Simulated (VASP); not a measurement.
# BeTe (F-43m) in VASP: a series of runs

The runs below take BeTe through single point, relaxation of cell and atoms, with LDA.

Program: VASP 6.6.1. These are calculated values, not measurements. Logs are shortened: lines on timing, memory, paths and dates and some standing lists are left out, and cuts for length are marked.

**1. The cell of the first run**

It takes space group F-43m (No. 216, cubic). Conventional cell: a = 5.408 Å, b = 5.408 Å, c = 5.408 Å, α = 90.00°, β = 90.00°, γ = 90.00°. Within 3.1 Å of Be (site symmetry -43m) lie 4 Te at 2.34 Å. Within 3.1 Å of Te (site symmetry -43m) lie 4 Be at 2.34 Å.

**2. Single point, LDA**

INCAR reads:

```
PREC = Accurate
ENCUT = 520
EDIFF = 1E-7
ISMEAR = 0
SIGMA = 0.01
LREAL = False
LASPH = True
NELM = 60
ALGO = Normal
ISIF = 2
LWAVE = False
LCHARG = False
GGA = CA
NBANDS = 11
```

KPOINTS reads:

```
Automatic mesh
0
Gamma
  10 10 10
```

POSCAR reads:

```
BeTe
1.0
    0.0000000000      2.7040658515      2.7040658515
    2.7040658515      0.0000000000      2.7040658515
    2.7040658515      2.7040658515      0.0000000000
Be Te
1 1
Direct
    0.0000000000      0.0000000000      0.0000000000
    0.7500000000      0.7500000000      0.7500000000
```

Potentials or basis: VASP PAW LDA potentials, release 64 (Be, Te).

On the command line:

```console
$ cat potpaw_LDA.64/Be/POTCAR potpaw_LDA.64/Te/POTCAR > POTCAR
$ mpirun -np 1 vasp_std > vasp.out
```

OUTCAR:

```text
PREC = Accurate
   ENCUT = 520
   EDIFF = 1E-7
   ISMEAR = 0
   LREAL = False
   LASPH = True
   NELM = 60
   ISIF = 2
   GGA = CA

 ion  position               nearest neighbor table
   1  0.000  0.000  0.000-   2 2.34   2 2.34   2 2.34   2 2.34
   2  0.750  0.750  0.750-   1 2.34   1 2.34   1 2.34   1 2.34

  LATTYP: Found a face centered cubic cell.
 ALAT       =     5.4081317030

  Lattice vectors:

 A1 = (   0.0000000000,   2.7040658515,   2.7040658515)
 A2 = (   2.7040658515,   0.0000000000,   2.7040658515)
 A3 = (   2.7040658515,   2.7040658515,   0.0000000000)

Analysis of symmetry for initial positions (statically):
=====================================================================
 Subroutine PRICEL returns:
 Original cell was already a primitive cell.

 Routine SETGRP: Setting up the symmetry group for a
 face centered cubic supercell.

 Subroutine GETGRP returns: Found 24 space group operations
 (whereof 24 operations were pure point group operations)
 out of a pool of 48 trial point group operations.

The static configuration has the point symmetry T_d .

Analysis of symmetry for dynamics (positions and initial velocities):
=====================================================================
 Subroutine PRICEL returns:
 Original cell was already a primitive cell.

 Routine SETGRP: Setting up the symmetry group for a
 face centered cubic supercell.

 Subroutine GETGRP returns: Found 24 space group operations
 (whereof 24 operations were pure point group operations)
 out of a pool of 48 trial point group operations.

The dynamic configuration has the point symmetry T_d .

 Subroutine INISYM returns: Found 24 space group operations
 (whereof 24 operations are pure point group operations),
 and found     1 'primitive' translations

----------------------------------------------------------------------------------------

                                     Primitive cell

  volume of cell :      39.5441

  direct lattice vectors                    reciprocal lattice vectors
     0.000000000  2.704065851  2.704065851    -0.184906740  0.184906740  0.184906740
     2.704065851  0.000000000  2.704065851     0.184906740 -0.184906740  0.184906740
     2.704065851  2.704065851  0.000000000     0.184906740  0.184906740 -0.184906740

  length of vectors
     3.824126601  3.824126601  3.824126601     0.320267867  0.320267867  0.320267867

  position of ions in fractional coordinates (direct lattice)
     0.000000000  0.000000000  0.000000000
     0.750000000  0.750000000  0.750000000

  ion indices of the primitive-cell ions
   primitive index   ion index
                 1           1
                 2           2

----------------------------------------------------------------------------------------

 KPOINTS: Automatic mesh

Automatic generation of k-mesh.
 Grid dimensions read from file:
 generate k-points for:   10   10   10

 Generating k-lattice:

  Cartesian coordinates                     Fractional coordinates (reciprocal lattice)
    -0.018490674  0.018490674  0.018490674     0.100000000  0.000000000  0.000000000
     0.018490674 -0.018490674  0.018490674     0.000000000  0.100000000  0.000000000
     0.018490674  0.018490674 -0.018490674     0.000000000  0.000000000  0.100000000

  Length of vectors
     0.032026787  0.032026787  0.032026787

  Shift w.r.t. Gamma in fractional coordinates (k-lattice)
     0.000000000  0.000000000  0.000000000

 Subroutine IBZKPT returns following result:
 ===========================================

 Found     47 irreducible k-points:

 Following reciprocal coordinates:
            Coordinates               Weight
  0.000000  0.000000  0.000000      1.000000
  0.100000  0.000000  0.000000      8.000000
  0.200000  0.000000  0.000000      8.000000
  0.300000  0.000000  0.000000      8.000000
  0.400000  0.000000  0.000000      8.000000
  0.500000  0.000000  0.000000      4.000000
[... 16 lines left out ...]
  0.300000  0.300000  0.000000      6.000000
  0.400000  0.300000  0.000000     24.000000
 [... further k-points ...]
   k-points           NKPTS =     47   k-points in BZ     NKDIM =     47   number of bands    NBANDS=     11
   number of dos      NEDOS =    301   number of ions     NIONS =      2
   total plane-waves  NPLWV =  21952
   dimension x,y,z NGX =    28 NGY =   28 NGZ =   28
   dimension x,y,z NGXF=    56 NGYF=   56 NGZF=   56
   ions per type =               1   1
   NGX,Y,Z   is equivalent  to a cutoff of  12.17, 12.17, 12.17 a.u.
   NGXF,Y,Z  is equivalent  to a cutoff of  24.34, 24.34, 24.34 a.u.
 SYSTEM =  unknown system
   PREC   = accura    normal or accurate (medium, high low for compatibility)
   ISTART =      0    job   : 0-new  1-cont  2-samecut
   ICHARG =      2    charge: 1-file 2-atom 10-const
   ISPIN  =      1    spin polarized calculation?
   LNONCOLLINEAR =      F non collinear calculations
   LSORBIT =      F    spin-orbit coupling
   LASPH  =      T    aspherical Exc in radial PAW
   ENCUT  =  520.0 eV  38.22 Ry    6.18 a.u.   7.11  7.11  7.11*2*pi/ulx,y,z
   NELM   =     60;   NELMIN=  2; NELMDL= -5     # of ELM steps
   EDIFF  = 0.1E-06   stopping-criterion for ELM
   LREAL  =      F    real-space projection
   EDIFFG = 0.1E-05   stopping-criterion for IOM
   NSW    =      0    number of steps for IOM
   IBRION =     -1    ionic relax: 0-MD 1-quasi-New 2-CG
   NFREE  =      0    steps in history (QN), initial steepest desc. (CG)
   ISIF   =      2    stress and relaxation
   ISYM   =      2    0-nonsym 1-usesym 2-fastsym
   POTIM  = 0.5000    time-step for ionic-motion
   TEBEG  =    0.0;   TEEND  =   0.0 temperature during run
   PSTRESS=    0.0 pullay stress
   NELECT =       8.0000    total number of electrons
   NUPDOWN=      -1.0000    fix difference up-down
   EMIN   =  10.00;   EMAX   =-10.00  energy-range for DOS
   EFERMI =   0.00;   METHOD = LEGACY
   ISMEAR =     0;   SIGMA  =   0.01  broadening in eV -4-tet -1-fermi 0-gaus
   EFERMI_NEDOS =   21; number of points for ismear=-14 and -15
   IALGO  =     38    algorithm
   IMIX   =      4    mixing-type and parameters
     AMIX     =   0.40;   BMIX     =  1.00
     AMIX_MAG =   1.60;   BMIX_MAG =  1.00
  volume/ion in A,a.u.               =      19.77       133.43
  Fermi-wavevector in a.u.,A,eV,Ry     =   0.961046  1.816114 12.566472  0.923610
  Thomas-Fermi vector in A             =   2.090384
   LORBIT       =      0    0 simple, 1 ext, 2 COOP (PROOUT), +10 PAW based schemes
   GGA     = CA    functional components
   LHFCALC =     F    Hartree Fock is set to
   AEXX    =    0.0000 exact exchange contribution
   IVDW    =     0    specifies the selected vdW correction
   LEPSILON=     F    determine dielectric tensor
   LRPA    =     F    only Hartree local field effects (RPA)
 non-spin polarized calculation
 Gauss-broadening in eV      SIGMA  =   0.01
  energy-cutoff  :      520.00
  volume of cell :       39.54
 maximum number of plane-waves:      1090
   NGX = 15   NGY = 15   NGZ = 15

 number of electron       8.0000000 magnetization

 Free energy of the ion-electron system (eV)
  ---------------------------------------------------
  ext. energy  EPLUGINS =         0.00000000
  ---------------------------------------------------
  free energy    TOTEN  =        -8.66282817 eV

  energy without entropy =       -8.66282817  energy(sigma->0) =       -8.66282817

 E-fermi :   6.5317     XC(G=0):  -9.7482

 val. band max:        6.3992063897   @ k =   0.0000   0.0000   0.0000
 cond. band min:       7.9589171069   @ k =   0.5000   0.5000   0.0000
 fundamental gap:      1.5597107172
 Fermi energy:         6.5316525148

 k-point     1 :       0.0000    0.0000    0.0000
  band No.  band energies     occupation
      1      -6.7821      2.00000
      2       6.3992      2.00000
      3       6.3992      2.00000
      4       6.3992      2.00000
      5       9.8645      0.00000
      6       9.8645      0.00000
      7       9.8645      0.00000
      8      11.0562      0.00000
      9      14.7629      0.00000
     10      16.8876      0.00000
     11      16.8876      0.00000

 k-point     2 :       0.1000    0.0000    0.0000
  band No.  band energies     occupation
      1      -6.6703      2.00000
      2       5.3496      2.00000
      3       6.1996      2.00000
      4       6.1996      2.00000
      5      10.0366      0.00000
      6      10.1426      0.00000
      7      10.1426      0.00000
      8      11.8603      0.00000
      9      15.0268      0.00000
     10      15.9718      0.00000
     11      15.9718      0.00000

 k-point     3 :       0.2000    0.0000    0.0000
  band No.  band energies     occupation
      1      -6.3479      2.00000
      2       3.5265      2.00000
      3       5.7860      2.00000
      4       5.7860      2.00000
      5      10.0015      0.00000
      6      10.6675      0.00000
      7      10.6675      0.00000
      8      13.3582      0.00000
      9      15.4136      0.00000
     10      15.4136      0.00000
     11      15.4334      0.00000

 k-point     4 :       0.3000    0.0000    0.0000
  band No.  band energies     occupation
      1      -5.8665      2.00000
      2       1.8163      2.00000
      3       5.3960      2.00000
      4       5.3960      2.00000
      5       9.8997      0.00000
      6      10.9437      0.00000
      7      10.9437      0.00000
      8      14.1244      0.00000
      9      15.7993      0.00000
     10      15.7993      0.00000
     11      15.9168      0.00000
[... 239 lines left out ...]
 k-point    22 :      -0.2000    0.2000    0.0000
  band No.  band energies     occupation
      1      -5.7021      2.00000
      2       2.2010      2.00000
      3       3.4908      2.00000
      4       5.4736      2.00000
      5      10.5235      0.00000
      6      11.2219      0.00000
      7      11.9485      0.00000
      8      12.9969      0.00000
      9      14.4338      0.00000
     10      16.9785      0.00000
     11      18.2722      0.00000

 k-point    23 :       0.3000    0.3000    0.0000
  band No.  band energies     occupation
      1      -5.5512      2.00000
      2       2.4813      2.00000
      3       3.9863      2.00000
      4       3.9863      2.00000
      5       8.5082      0.00000
      6      10.0550      0.00000
      7      14.0157      0.00000
      8      14.0157      0.00000
      9      16.7944      0.00000
     10      18.3198      0.00000
     11      18.3373      0.00000

 k-point    24 :       0.4000    0.3000    0.0000
  band No.  band energies     occupation
      1      -5.1512      2.00000
      2       1.6639      2.00000
      3       3.4349      2.00000
      4       3.7465      2.00000
      5       8.6142      0.00000
      6       9.9150      0.00000
      7      14.4052      0.00000
      8      14.5097      0.00000
      9      17.7886      0.00000
     10      18.9993      0.00000
     11      19.0050      0.00000

 [... further k-points ...]
[... 5 lines left out ...]
  --------------------------------------------------------------------------------------
  -------------------------------------------------------------------------------------
  Total        1.5698214      1.5698214      1.5698214     -0.0000000      0.0000000     -0.0000000
  in kB       63.6032110     63.6032110     63.6032110     -0.0000000      0.0000000     -0.0000000
  external PRESSURE =      63.6032110 kB  Pullay stress =       0.0000000 kB

 VOLUME and BASIS-vectors are now :
 -----------------------------------------------------------------------------
  energy-cutoff  :      520.00
  volume of cell :       39.54
      direct lattice vectors                 reciprocal lattice vectors
     0.000000000  2.704065851  2.704065851    -0.184906740  0.184906740  0.184906740
     2.704065851  0.000000000  2.704065851     0.184906740 -0.184906740  0.184906740
     2.704065851  2.704065851  0.000000000     0.184906740  0.184906740 -0.184906740

 POSITION                                       TOTAL-FORCE (eV/Angst)
 -----------------------------------------------------------------------------------
      0.00000      0.00000      0.00000        -0.000000     -0.000000     -0.000000
      4.05610      4.05610      4.05610         0.000000      0.000000      0.000000
 -----------------------------------------------------------------------------------
    total drift:                               -0.000000     -0.000000     -0.000000

  FREE ENERGIE OF THE ION-ELECTRON SYSTEM (eV)
  ---------------------------------------------------
  free  energy   TOTEN  =        -8.6628281730 eV

  energy  without entropy=       -8.6628281730  energy(sigma->0) =       -8.66282817
```

Run time: 13 s. Hardware: 1 thread of AMD EPYC 9R45 (Zen 5), shared host; peak memory 0.12 GiB.

What came out:

```yaml
Free_energy: -8.6628 eV
Pressure: 6.4 GPa
Band_gap_on_the_k_mesh: 1.56 eV, indirect (least direct gap 3.47 eV)
```

Caveat: spin-orbit coupling is left out, which moves the levels of the heavy elements. As with any semilocal functional, this LDA gap is likely too small.

**3. Relaxation of cell and atoms, LDA**

This run uses another cell than the first one, of 21.42 Å³/atom, 1.083 times its volume.

INCAR reads:

```
SYSTEM = BeTe
PREC = Accurate ; ENCUT = 600
EDIFF = 1E-7 ; ISMEAR = 0
SIGMA = 0.01 ; LREAL = .FALSE.
LASPH = .TRUE. ; NELM = 80
ALGO = Normal ; ISIF = 3
LWAVE = .FALSE. ; LCHARG = .FALSE.
IBRION = 2 ; NSW = 80
EDIFFG = -0.001
```

KPOINTS reads:

```
regular mesh
0
G
  8 8 8
  0 0 0
```

POSCAR reads:

```
BeTe
1.0
    0.0000000000      2.7773063427      2.7773063427
    2.7773063427      0.0000000000      2.7773063427
    2.7773063427      2.7773063427      0.0000000000
Be Te
1 1
Direct
    0.0000000000      0.0000000000      0.0000000000
    0.7500000000      0.7500000000      0.7500000000
```

Potentials or basis: VASP PAW LDA potentials, release 64 (Be, Te).

On the command line:

```console
$ cat potpaw_LDA.64/Be/POTCAR potpaw_LDA.64/Te/POTCAR > POTCAR
$ mpirun -np 1 vasp_std > vasp.out
```

It took 16 s on 1 thread of AMD EPYC 9R45 (Zen 5), shared host; peak memory 0.12 GiB.

It converged, with:

| Property | Result |
| --- | --- |
| Free energy | -8.7267 eV |
| Relaxed volume | 21.51 Å³/atom |
| Relaxed cell | a = 3.933 Å, b = 3.933 Å, c = 3.933 Å, α = 60.00°, β = 60.00°, γ = 60.00° |
| Space group after relaxing (to 0.05 Å) | F-43m (No. 216) |
| Energy gained by relaxing | 0.1 meV/atom |
| Ionic steps | 3 |
| Pressure after relaxing | 0.0 GPa |
| Band gap on the k mesh | 1.78 eV, indirect (least direct gap 3.55 eV) |

Step by step:
| step | energy change (eV) | largest force (eV/Å) | pressure (GPa) | volume (Å³) |
| --- | --- | --- | --- | --- |
| 1 | 0.0000 | 0.0000 | 0.27 | 42.85 |
| 2 | -0.0001 | 0.0000 | -0.07 | 43.07 |
| 3 | -0.0002 | 0.0000 | 0.00 | 43.03 |

Final structure:
```
CELL_PARAMETERS angstrom
0.00000 2.78119 2.78119
2.78119 0.00000 2.78119
2.78119 2.78119 0.00000
ATOMIC_POSITIONS crystal
Be 0.00000 0.00000 0.00000
Te 0.75000 0.75000 0.75000
```

Levels at points of the mesh, in eV from the valence-band top:
```tsv
k point	band 1	band 2	band 3	band 4	band 5	band 6	band 7	band 8
(0.00, 0.00, 0.00)	-12.57	0.00	0.00	0.00	3.55	3.55	3.55	4.00
(0.50, 0.00, 0.00)	-11.14	-5.78	-1.19	-1.19	3.15	4.54	4.54	7.64
(0.50, 0.50, 0.00)	-10.62	-5.28	-2.79	-2.79	1.78	2.60	9.83	9.83
```

Caveat: spin-orbit coupling is left out, which moves the levels of the heavy elements.
